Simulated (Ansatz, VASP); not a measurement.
Two plane-wave programs on B2Te

```xyz
3
Lattice="4.6710 0.0000 0.0000 0.0000 4.6710 0.0000 0.0000 0.0000 2.7086" Properties=species:S:1:pos:R:3 pbc="T T T"
B     0.0000    2.3355    0.0000
B     2.3355    0.0000    0.0000
Te    0.0000    0.0000    0.0000
```

Alike in both runs: task relaxation of cell and atoms; functional PBE; k mesh 10 × 10 × 16; occupations gaussian, width 0.1 eV; no spin polarisation.

|  | VASP | Ansatz |
| --- | --- | --- |
| version | VASP 6.6.1 | Ansatz 0.2.0 |
| potentials or method | VASP PAW PBE potentials, release 64 (B, Te), cutoff 600 eV | scalar-relativistic, plane waves, PAW |
| valence electrons in the cell | 12 | 22 |

Ansatz gave:

| Quantity | Value |
| --- | --- |
| gap on the k mesh at the Fermi level, each at its own relaxed structure (eV) | none |
| relaxed volume (Å³/atom) | 19.84 |
| relaxed length of the cell vector where the two differ most in proportion (Å) | 4.653 |

What did VASP give for the same quantities?

gap on the k mesh at the Fermi level, each at its own relaxed structure (eV): none; relaxed volume (Å³/atom): 19.88; relaxed length of the cell vector where the two differ most in proportion (Å): 4.658.

A gap of «none» marks a metal or a gap that the smearing closes. VASP's potentials hold 12 valence electrons a cell and Ansatz's 22, so a difference there can come from the potentials and not from the codes.

Spin-orbit coupling is off throughout.
